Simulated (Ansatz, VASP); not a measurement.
**Two plane-wave programs on Be3CdTe4**

```
Be Cd Te
1.0
     4.13183    0.00000    0.00000
     0.00000    4.13183    0.00000
     0.00000    0.00000   12.06681
Be Cd Te
3 1 4
Direct
  0.00000 0.00000 0.50000
  0.50000 0.50000 0.72913
  0.50000 0.50000 0.27087
  0.00000 0.00000 0.00000
  0.00000 0.50000 0.61445
  0.50000 0.00000 0.38555
  0.50000 0.00000 0.84197
  0.00000 0.50000 0.15803
```

Alike in both runs: functional PBE; k mesh 4 × 4 × 2; occupations gaussian, width 0.2 eV; no spin polarisation.

Ansatz relaxed the structure, and its values are those at the end. VASP's run is a single point on that final structure, the one shown.

|  | VASP | Ansatz |
| --- | --- | --- |
| version | VASP 6.6.1 | Ansatz 0.2.0 |
| potentials or method | VASP PAW PBE potentials, release 64 (Be, Cd, Te), cutoff 520 eV | scalar-relativistic, plane waves, PAW |
| valence electrons in the cell | 42 | 90 |

```csv
,VASP,Ansatz,Ansatz less VASP
gap on the k mesh at the Fermi level (eV),1.80,1.81,+0.012
least direct gap on the mesh (eV),1.87,1.88,+0.011
pressure (GPa),0.1,0.0,-0.13
rms of the force components (eV/Å),0.029,0.027,-0.0021
```

VASP's potentials hold 42 valence electrons a cell and Ansatz's 90, so a difference there can come from the potentials and not from the codes.

Spin-orbit coupling is off throughout.
